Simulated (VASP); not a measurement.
# SiNi (F-43m) in VASP: further runs

SiNi is run at these levels: PBE, r2SCAN; tasks: single point, relaxation of cell and atoms.

Program: VASP 6.6.1. These are calculated values, not measurements. Logs are shortened: lines on timing, memory, paths and dates and some standing lists are left out, and cuts for length are marked.

**1. The cell of the first run**

The structure is cubic, space group F-43m (No. 216). The conventional cell has a = 5.147 Å, b = 5.147 Å, c = 5.147 Å, α = 90.00°, β = 90.00°, γ = 90.00°. Within 2.9 Å of Ni (site symmetry -43m) lie 4 Si at 2.23 Å. Si (site symmetry -43m) has 4 Ni at 2.23 Å within 2.9 Å.

**2. Single point, PBE**

The input, INCAR:

```
SYSTEM = SiNi
ALGO = Normal ; EDIFF = 1E-6
ENCUT = 520 ; GGA = PE
ISIF = 2 ; ISMEAR = 0
LASPH = .True. ; LCHARG = .True.
LELF = .True. ; LREAL = .False.
LVHAR = .True. ; LWAVE = .False.
NBANDS = 14 ; NELM = 80
PREC = Accurate ; SIGMA = 0.1
```

The input, KPOINTS:

```
k-points
0
Gamma
  8 8 8
  0 0 0
```

The input, POSCAR:

```
SiNi
1.0
    0.0000000000      2.5733783222      2.5733783222
    2.5733783222      0.0000000000      2.5733783222
    2.5733783222      2.5733783222      0.0000000000
Ni Si
1 1
Direct
    0.0000000000      0.0000000000      0.0000000000
    0.2500000000      0.2500000000      0.2500000000
```

Potentials or basis: VASP PAW PBE potentials, release 64 (Ni, Si).

Command:

```sh
cat potpaw_PBE.64/Ni/POTCAR potpaw_PBE.64/Si/POTCAR > POTCAR
mpirun -np 1 vasp_std > vasp.out
```

OUTCAR:

```text
SYSTEM = SiNi
   EDIFF = 1E-6
   ENCUT = 520
   GGA = PE
   ISIF = 2
   ISMEAR = 0
   LASPH = .True.
   LREAL = .False.
   NELM = 80
   PREC = Accurate

 ion  position               nearest neighbor table
   1  0.000  0.000  0.000-   2 2.23   2 2.23   2 2.23   2 2.23
   2  0.250  0.250  0.250-   1 2.23   1 2.23   1 2.23   1 2.23

  LATTYP: Found a face centered cubic cell.
 ALAT       =     5.1467566444

  Lattice vectors:

 A1 = (   0.0000000000,   2.5733783222,   2.5733783222)
 A2 = (   2.5733783222,   0.0000000000,   2.5733783222)
 A3 = (   2.5733783222,   2.5733783222,   0.0000000000)

Analysis of symmetry for initial positions (statically):
=====================================================================
 Subroutine PRICEL returns:
 Original cell was already a primitive cell.

 Routine SETGRP: Setting up the symmetry group for a
 face centered cubic supercell.

 Subroutine GETGRP returns: Found 24 space group operations
 (whereof 24 operations were pure point group operations)
 out of a pool of 48 trial point group operations.

The static configuration has the point symmetry T_d .

Analysis of symmetry for dynamics (positions and initial velocities):
=====================================================================
 Subroutine PRICEL returns:
 Original cell was already a primitive cell.

 Routine SETGRP: Setting up the symmetry group for a
 face centered cubic supercell.

 Subroutine GETGRP returns: Found 24 space group operations
 (whereof 24 operations were pure point group operations)
 out of a pool of 48 trial point group operations.

The dynamic configuration has the point symmetry T_d .

 Subroutine INISYM returns: Found 24 space group operations
 (whereof 24 operations are pure point group operations),
 and found     1 'primitive' translations

----------------------------------------------------------------------------------------

                                     Primitive cell

  volume of cell :      34.0832

  direct lattice vectors                    reciprocal lattice vectors
     0.000000000  2.573378322  2.573378322    -0.194297121  0.194297121  0.194297121
     2.573378322  0.000000000  2.573378322     0.194297121 -0.194297121  0.194297121
     2.573378322  2.573378322  0.000000000     0.194297121  0.194297121 -0.194297121

  length of vectors
     3.639306524  3.639306524  3.639306524     0.336532486  0.336532486  0.336532486

  position of ions in fractional coordinates (direct lattice)
     0.000000000  0.000000000  0.000000000
     0.250000000  0.250000000  0.250000000

  ion indices of the primitive-cell ions
   primitive index   ion index
                 1           1
                 2           2

----------------------------------------------------------------------------------------

 KPOINTS: k-points

Automatic generation of k-mesh.
 Grid dimensions read from file:
 generate k-points for:    8    8    8

 Generating k-lattice:

  Cartesian coordinates                     Fractional coordinates (reciprocal lattice)
    -0.024287140  0.024287140  0.024287140     0.125000000  0.000000000  0.000000000
     0.024287140 -0.024287140  0.024287140     0.000000000  0.125000000  0.000000000
     0.024287140  0.024287140 -0.024287140     0.000000000  0.000000000  0.125000000

  Length of vectors
     0.042066561  0.042066561  0.042066561

  Shift w.r.t. Gamma in fractional coordinates (k-lattice)
     0.000000000  0.000000000  0.000000000

 Subroutine IBZKPT returns following result:
 ===========================================

 Found     29 irreducible k-points:

 Following reciprocal coordinates:
            Coordinates               Weight
  0.000000  0.000000  0.000000      1.000000
  0.125000  0.000000  0.000000      8.000000
  0.250000  0.000000  0.000000      8.000000
  0.375000  0.000000  0.000000      8.000000
  0.500000  0.000000  0.000000      4.000000
  0.125000  0.125000  0.000000      6.000000
[... 16 lines left out ...]
  0.500000  0.250000  0.125000     48.000000
 -0.375000  0.250000  0.125000     24.000000
 [... further k-points ...]
   k-points           NKPTS =     29   k-points in BZ     NKDIM =     29   number of bands    NBANDS=     14
   number of dos      NEDOS =    301   number of ions     NIONS =      2
   total plane-waves  NPLWV =  21952
   dimension x,y,z NGX =    28 NGY =   28 NGZ =   28
   dimension x,y,z NGXF=    56 NGYF=   56 NGZF=   56
   ions per type =               1   1
   NGX,Y,Z   is equivalent  to a cutoff of  12.79, 12.79, 12.79 a.u.
   NGXF,Y,Z  is equivalent  to a cutoff of  25.58, 25.58, 25.58 a.u.
 SYSTEM =  SiNi
   PREC   = accura    normal or accurate (medium, high low for compatibility)
   ISTART =      0    job   : 0-new  1-cont  2-samecut
   ICHARG =      2    charge: 1-file 2-atom 10-const
   ISPIN  =      1    spin polarized calculation?
   LNONCOLLINEAR =      F non collinear calculations
   LSORBIT =      F    spin-orbit coupling
   LASPH  =      T    aspherical Exc in radial PAW
   ENCUT  =  520.0 eV  38.22 Ry    6.18 a.u.   6.77  6.77  6.77*2*pi/ulx,y,z
   NELM   =     80;   NELMIN=  2; NELMDL= -5     # of ELM steps
   EDIFF  = 0.1E-05   stopping-criterion for ELM
   LREAL  =      F    real-space projection
   EDIFFG = 0.1E-04   stopping-criterion for IOM
   NSW    =      0    number of steps for IOM
   IBRION =     -1    ionic relax: 0-MD 1-quasi-New 2-CG
   NFREE  =      0    steps in history (QN), initial steepest desc. (CG)
   ISIF   =      2    stress and relaxation
   ISYM   =      2    0-nonsym 1-usesym 2-fastsym
   POTIM  = 0.5000    time-step for ionic-motion
   TEBEG  =    0.0;   TEEND  =   0.0 temperature during run
   PSTRESS=    0.0 pullay stress
   NELECT =      14.0000    total number of electrons
   NUPDOWN=      -1.0000    fix difference up-down
   EMIN   =  10.00;   EMAX   =-10.00  energy-range for DOS
   EFERMI =   0.00;   METHOD = LEGACY
   ISMEAR =     0;   SIGMA  =   0.10  broadening in eV -4-tet -1-fermi 0-gaus
   EFERMI_NEDOS =   21; number of points for ismear=-14 and -15
   IALGO  =     38    algorithm
   IMIX   =      4    mixing-type and parameters
     AMIX     =   0.40;   BMIX     =  1.00
     AMIX_MAG =   1.60;   BMIX_MAG =  1.00
  volume/ion in A,a.u.               =      17.04       115.00
  Fermi-wavevector in a.u.,A,eV,Ry     =   1.216944  2.299690 20.149580  1.480952
  Thomas-Fermi vector in A             =   2.352281
   LORBIT       =      0    0 simple, 1 ext, 2 COOP (PROOUT), +10 PAW based schemes
   GGA     = PE    functional components
   LHFCALC =     F    Hartree Fock is set to
   AEXX    =    0.0000 exact exchange contribution
   IVDW    =     0    specifies the selected vdW correction
   LEPSILON=     F    determine dielectric tensor
   LRPA    =     F    only Hartree local field effects (RPA)
 non-spin polarized calculation
 Gauss-broadening in eV      SIGMA  =   0.10
  energy-cutoff  :      520.00
  volume of cell :       34.08
 maximum number of plane-waves:       941
   NGX = 13   NGY = 13   NGZ = 13

 number of electron      14.0000008 magnetization

 Free energy of the ion-electron system (eV)
  ---------------------------------------------------
  ext. energy  EPLUGINS =         0.00000000
  ---------------------------------------------------
  free energy    TOTEN  =       -10.42616296 eV

  energy without entropy =      -10.41709451  energy(sigma->0) =      -10.42162873

 E-fermi :   5.9156     XC(G=0): -10.3548

 val. band max:        5.9078342975   @ k =   0.5000   0.3750   0.0000
 cond. band min:       5.9193256977   @ k =  -0.2500   0.2500   0.0000
 fundamental gap:      0.0114914002
 Fermi energy:         5.9156184444

 k-point     1 :       0.0000    0.0000    0.0000
  band No.  band energies     occupation
      1      -4.3539      2.00000
      2       2.7943      2.00000
      3       2.7943      2.00000
      4       2.7943      2.00000
      5       3.8185      2.00000
      6       3.8185      2.00000
      7      11.1695      0.00000
      8      11.1695      0.00000
      9      11.1695      0.00000
     10      12.8525      0.00000
     11      12.8525      0.00000
     12      12.8525      0.00000
     13      14.3024      0.00000
     14      18.6739      0.00000

 k-point     2 :       0.1250    0.0000    0.0000
  band No.  band energies     occupation
      1      -4.1217      2.00000
      2       2.6973      2.00000
      3       2.8383      2.00000
      4       2.8383      2.00000
      5       3.8058      2.00000
      6       3.8058      2.00000
      7       9.1850      0.00000
      8      10.6082      0.00000
      9      10.6082      0.00000
     10      13.2299      0.00000
     11      13.5069      0.00000
     12      13.5069      0.00000
     13      15.3812      0.00000
     14      17.7782      0.00000

 k-point     3 :       0.2500    0.0000    0.0000
  band No.  band energies     occupation
      1      -3.4585      2.00000
      2       2.4036      2.00000
      3       2.9251      2.00000
      4       2.9251      2.00000
      5       3.8099      2.00000
      6       3.8099      2.00000
      7       6.6304      0.00000
      8       9.8149      0.00000
      9       9.8149      0.00000
     10      13.0224      0.00000
     11      14.0668      0.00000
     12      14.0668      0.00000
     13      16.7228      0.00000
     14      17.6442      0.00000
[... 324 lines left out ...]
 k-point    23 :       0.5000    0.2500    0.1250
  band No.  band energies     occupation
      1      -2.0256      2.00000
      2       2.0222      2.00000
      3       2.8154      2.00000
      4       3.1809      2.00000
      5       3.7592      2.00000
      6       3.9486      2.00000
      7       4.9747      2.00000
      8       6.6501      0.00000
      9       8.0863      0.00000
     10      13.0389      0.00000
     11      14.0568      0.00000
     12      15.4411      0.00000
     13      17.0802      0.00000
     14      19.1457      0.00000

 k-point    24 :      -0.3750    0.2500    0.1250
  band No.  band energies     occupation
      1      -1.5127      2.00000
      2       1.8111      2.00000
      3       2.7334      2.00000
      4       3.2073      2.00000
      5       3.7761      2.00000
      6       3.9418      2.00000
      7       4.3332      2.00000
      8       6.6535      0.00000
      9       7.6357      0.00000
     10      12.9362      0.00000
     11      13.9641      0.00000
     12      16.3628      0.00000
     13      17.5878      0.00000
     14      19.0282      0.00000

 [... further k-points ...]
[... 5 lines left out ...]
  --------------------------------------------------------------------------------------
  -------------------------------------------------------------------------------------
  Total        0.0470699      0.0470699      0.0470699      0.0000000     -0.0000000      0.0000000
  in kB        2.2126500      2.2126500      2.2126500      0.0000000     -0.0000000      0.0000000
  external PRESSURE =       2.2126500 kB  Pullay stress =       0.0000000 kB

 VOLUME and BASIS-vectors are now :
 -----------------------------------------------------------------------------
  energy-cutoff  :      520.00
  volume of cell :       34.08
      direct lattice vectors                 reciprocal lattice vectors
     0.000000000  2.573378322  2.573378322    -0.194297121  0.194297121  0.194297121
     2.573378322  0.000000000  2.573378322     0.194297121 -0.194297121  0.194297121
     2.573378322  2.573378322  0.000000000     0.194297121  0.194297121 -0.194297121

 POSITION                                       TOTAL-FORCE (eV/Angst)
 -----------------------------------------------------------------------------------
      0.00000      0.00000      0.00000         0.000000      0.000000      0.000000
      1.28669      1.28669      1.28669        -0.000000     -0.000000     -0.000000
 -----------------------------------------------------------------------------------
    total drift:                                0.000001      0.000001      0.000001

  FREE ENERGIE OF THE ION-ELECTRON SYSTEM (eV)
  ---------------------------------------------------
  free  energy   TOTEN  =       -10.4261629570 eV

  energy  without entropy=      -10.4170945091  energy(sigma->0) =      -10.42162873
```

Run time: 11 s. Hardware: 1 thread of AMD EPYC 7R13 (Zen 3), shared host; peak memory 0.13 GiB.

What came out:

```
Free energy            : -10.4262 eV
Pressure               : 0.2 GPa
Band gap on the k mesh : zero (band 7 reaches 11.17 eV, above the bottom of band 8 at 4.89 eV)
```

**3. Relaxation of cell and atoms, PBE**

This run uses another cell than the first one, of 15.08 Å³/atom, 0.885 times its volume.

The input, INCAR:

```
SYSTEM = SiNi
ALGO     = Normal         ! electronic algorithm
EDIFF    = 1E-7           ! SCF threshold, eV
EDIFFG   = -0.05          ! ionic threshold
ENCUT    = 600            ! plane-wave cutoff, eV
GGA      = PE             ! functional
IBRION   = 2              ! ionic algorithm
ISIF     = 3              ! what is computed and relaxed
ISMEAR   = 0              ! smearing method
LASPH    = .TRUE.         ! aspherical terms in the spheres
LCHARG   = .FALSE.        ! write CHGCAR
LREAL    = .FALSE.        ! projectors in reciprocal space
LWAVE    = .FALSE.        ! write WAVECAR
NELM     = 60             ! most SCF steps
NSW      = 100            ! ionic steps
PREC     = Accurate       ! precision mode
SIGMA    = 0.1            ! smearing width, eV
```

The input, KPOINTS:

```
k-points
0
G
  8 8 8
  0 0 0
```

The input, POSCAR:

```
SiNi
1.0
    0.0000000000      2.4708105934      2.4708105934
    2.4708105934      0.0000000000      2.4708105934
    2.4708105934      2.4708105934      0.0000000000
Ni Si
1 1
Direct
    0.0000000000      0.0000000000      0.0000000000
    0.2500000000      0.2500000000      0.2500000000
```

Potentials or basis: VASP PAW PBE potentials, release 64 (Ni, Si).

Command:

```sh
cat potpaw_PBE.64/Ni/POTCAR potpaw_PBE.64/Si/POTCAR > POTCAR
mpirun -np 1 vasp_std > vasp.out
```

It took 26 s on 1 thread of AMD EPYC 7R13 (Zen 3), shared host; peak memory 0.13 GiB.

Results (log left out):

- Free energy: -10.4252 eV
- Relaxed volume: 17.08 Å³/atom
- Relaxed cell: a = 3.642 Å, b = 3.642 Å, c = 3.642 Å, α = 60.00°, β = 60.00°, γ = 60.00°
- Space group after relaxing (to 0.05 Å): F-43m (No. 216)
- Energy gained by relaxing: 88.1 meV/atom
- Ionic steps: 3
- Pressure after relaxing: -0.1 GPa
- Band gap on the k mesh: zero (band 7 reaches 11.13 eV, above the bottom of band 8 at 4.86 eV)

Step by step:
```csv
step,energy change (eV),largest force (eV/Å),pressure (GPa),volume (Å³)
1,0.0000,0.0000,15.83,30.17
2,-0.1078,0.0000,-6.75,37.15
3,-0.1762,0.0000,-0.05,34.17
```

Final structure:
```
Ni Si
1.0
     0.00000    2.57548    2.57548
     2.57548    0.00000    2.57548
     2.57548    2.57548    0.00000
Ni Si
1 1
Cartesian
  0.0000 0.0000 0.0000
  1.2877 1.2877 1.2877
```

Levels at points of the mesh, in eV from the Fermi level:
```
           k point  band 4  band 5  band 6  band 7  band 8  band 9  band 10  band 11
(0.00, 0.00, 0.00)   -3.11   -2.09   -2.09    5.24    5.24    5.24     6.93     6.93
(0.50, 0.00, 0.00)   -2.93   -1.98   -1.98   -1.72    3.08    3.08     6.75     7.75
(0.50, 0.50, 0.00)   -2.35   -2.24   -1.82   -1.41    0.31    0.31     5.07     5.09
```

**4. Single point, r2SCAN**

The input, POSCAR:

```
SiNi
1.0
    0.0000000000      2.5746188096      2.5746188096
    2.5746188096      0.0000000000      2.5746188096
    2.5746188096      2.5746188096      0.0000000000
Ni Si
1 1
Direct
    0.0000000000      0.0000000000      0.0000000000
    0.2500000000      0.2500000000      0.2500000000
```

The input, INCAR.step1:

```
  PREC = Accurate
  ENCUT = 520
  ISMEAR = 0
  SIGMA = 0.1
  LREAL = False
  LASPH = True
  NELM = 100
  NBANDS = 14
  GGA = PE
  ALGO = Normal
  EDIFF = 1E-4
  LWAVE = True
  LCHARG = False
```

The input, INCAR.step2:

```
  PREC = Accurate
  ENCUT = 520
  EDIFF = 1E-6
  ISMEAR = 0
  SIGMA = 0.1
  LREAL = False
  LASPH = True
  NELM = 100
  ALGO = Normal
  ISIF = 2
  LWAVE = False
  LCHARG = True
  METAGGA = R2SCAN
  LMIXTAU = True
  LELF = True
  LVHAR = True
  NBANDS = 14
  ISTART = 1
```

The input, KPOINTS:

```
Automatic mesh
0
Gamma
  14 14 14
```

Potentials or basis: VASP PAW PBE potentials, release 64 (Ni, Si).

Command:

```sh
cat potpaw_PBE.64/Ni/POTCAR potpaw_PBE.64/Si/POTCAR > POTCAR
cp INCAR.step1 INCAR
mpirun -np 1 vasp_std > vasp.out
cp INCAR.step2 INCAR
mpirun -np 1 vasp_std > vasp.out
```

OUTCAR:

```text
PREC = Accurate
   ENCUT = 520
   EDIFF = 1E-6
   ISMEAR = 0
   LREAL = False
   LASPH = True
   NELM = 100
   ISIF = 2
   METAGGA = R2SCAN
   ISTART = 1

 ion  position               nearest neighbor table
   1  0.000  0.000  0.000-   2 2.23   2 2.23   2 2.23   2 2.23
   2  0.250  0.250  0.250-   1 2.23   1 2.23   1 2.23   1 2.23

  LATTYP: Found a face centered cubic cell.
 ALAT       =     5.1492376192

  Lattice vectors:

 A1 = (   0.0000000000,   2.5746188096,   2.5746188096)
 A2 = (   2.5746188096,   0.0000000000,   2.5746188096)
[... 584 lines left out ...]
      9       9.1947      0.00000
     10      12.6151      0.00000
     11      14.6538      0.00000
     12      15.6821      0.00000
     13      15.9881      0.00000
     14      19.3996      0.00000

 [... further k-points ...]
[... 5 lines left out ...]
  --------------------------------------------------------------------------------------
  -------------------------------------------------------------------------------------
  Total       -0.5404658     -0.5404658     -0.5404658      0.0000000      0.0000000      0.0000000
  in kB      -25.3693885    -25.3693885    -25.3693885      0.0000000      0.0000000      0.0000000
  external PRESSURE =     -25.3693885 kB  Pullay stress =       0.0000000 kB

 VOLUME and BASIS-vectors are now :
 -----------------------------------------------------------------------------
  energy-cutoff  :      520.00
  volume of cell :       34.13
      direct lattice vectors                 reciprocal lattice vectors
     0.000000000  2.574618810  2.574618810    -0.194203506  0.194203506  0.194203506
     2.574618810  0.000000000  2.574618810     0.194203506 -0.194203506  0.194203506
     2.574618810  2.574618810  0.000000000     0.194203506  0.194203506 -0.194203506

 POSITION                                       TOTAL-FORCE (eV/Angst)
 -----------------------------------------------------------------------------------
      0.00000      0.00000      0.00000        -0.000000     -0.000000     -0.000000
      1.28731      1.28731      1.28731         0.000000      0.000000      0.000000
 -----------------------------------------------------------------------------------
    total drift:                               -0.000012     -0.000012     -0.000012

  FREE ENERGIE OF THE ION-ELECTRON SYSTEM (eV)
  ---------------------------------------------------
  free  energy   TOTEN  =       -20.1064436926 eV

  energy  without entropy=      -20.1015714936  energy(sigma->0) =      -20.10400759
```

OUTCAR.step1:

```text
PREC = Accurate
   ENCUT = 520
   ISMEAR = 0
   LREAL = False
   LASPH = True
[... 629 lines left out ...]
      0.00000      0.00000      0.00000         0.000000      0.000000      0.000000
      1.28731      1.28731      1.28731        -0.000000     -0.000000     -0.000000
 -----------------------------------------------------------------------------------
    total drift:                                0.000001      0.000001      0.000001

  FREE ENERGIE OF THE ION-ELECTRON SYSTEM (eV)
  ---------------------------------------------------
  free  energy   TOTEN  =       -10.4321132628 eV

  energy  without entropy=      -10.4270981632  energy(sigma->0) =      -10.42960571
```

It took 2.6 min on 1 thread of AMD EPYC 7R13 (Zen 3), shared host; peak memory 0.17 GiB.

What came out:

```yaml
Free_energy: -20.1064 eV
Pressure: -2.5 GPa
Band_gap_on_the_k_mesh: zero (band 7 reaches 11.30 eV, above the bottom of band 8 at 4.88 eV)
```

Caveat: the PAW data sets were made with another functional, which shifts forces and pressure a little. Spin polarisation is off, so any magnetic state and its effect on volume and gap are missing.

**5. Summary**

```csv
task,level,cell,k mesh,cutoff (eV),gap on the mesh (eV),pressure (GPa)
single point,PBE,"a = 3.639 Å, angles 60.0°, 2 atoms",8 × 8 × 8,520,none,0.2
relaxation of cell and atoms,PBE,"relaxed from a = 3.494 Å, angles 60.0°, 2 atoms",8 × 8 × 8,600,none,-0.1
single point,r2SCAN,"a = 3.641 Å, angles 60.0°, 2 atoms",14 × 14 × 14,520,none,-2.5
```

Alike in all rows: potentials or basis VASP PAW PBE potentials, release 64 (Ni, Si); no spin polarisation; smearing gaussian 0.1 eV.

Caveats: the PAW data sets were made with another functional, which shifts forces and pressure a little (some runs).

Absolute energies hang on the potentials; compare differences alone.
